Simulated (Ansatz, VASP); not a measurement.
## Rh: VASP beside Ansatz

Contents of INCAR:

```
PREC = Accurate
ENCUT = 520
EDIFF = 1E-6
ISMEAR = 0
SIGMA = 0.15
LREAL = False
LASPH = True
NELM = 60
ALGO = Fast
ISIF = 2
LWAVE = False
LCHARG = False
GGA = CA
NBANDS = 14
```

KPOINTS

```
Automatic mesh
0
Gamma
  22 22 22
```

POSCAR

```
Rh
1.0
    0.0000000000      2.0277365502      1.6084006316
    2.0277365502      0.0000000000      1.6084006316
    2.0277365502      2.0277365502      0.0000000000
Rh
1
Direct
    0.0000000000      0.0000000000      0.0000000000
```

Input for Ansatz:

```yaml
crystal:
  lattice:
    - [0.0, 2.0277365502, 1.6084006316]
    - [2.0277365502, 0.0, 1.6084006316]
    - [2.0277365502, 2.0277365502, 0.0]
  atoms:
    - { symbol: Rh, position: [0.0, 0.0, 0.0] }
basis:
  ecutwfc: 420
kpoints:
  mp_grid: { grid: [22, 22, 22] }
hamiltonian:
  xc: lda
  pseudopotentials: { kind: paw, azcp: { folder: soft_1 } }
scf:
  occupations: { method: gaussian, width: 0.15 }
output:
  forces: true
  stress: true
  eigenvalues: true
```

Alike in both runs: task single point; functional LDA; k mesh 22 × 22 × 22; occupations gaussian, width 0.15 eV; no spin polarisation.

|  | VASP | Ansatz |
| --- | --- | --- |
| version | VASP 6.6.1 | Ansatz 0.2.0 |
| potentials or method | VASP PAW LDA potentials, release 64 (Rh_pv), cutoff 520 eV | scalar-relativistic, plane waves, PAW |
| valence electrons in the cell | 15 | 17 |

```tsv
	VASP	Ansatz	Ansatz less VASP
gap on the k mesh at the Fermi level (eV)	none	none	-
pressure (GPa)	6.9	6.1	-0.71
traceless stress, the component that is largest in VASP (GPa)	20.85	20.92	+0.073
```

Ansatz warns that its potentials were made for another functional, while VASP's fit it. LDA's correlation is that of Perdew and Zunger in VASP and of Perdew and Wang (1992) in Ansatz. A gap of «none» marks a metal or a gap that the smearing closes. VASP's potentials hold 15 valence electrons a cell and Ansatz's 17, so a difference there can come from the potentials and not from the codes.
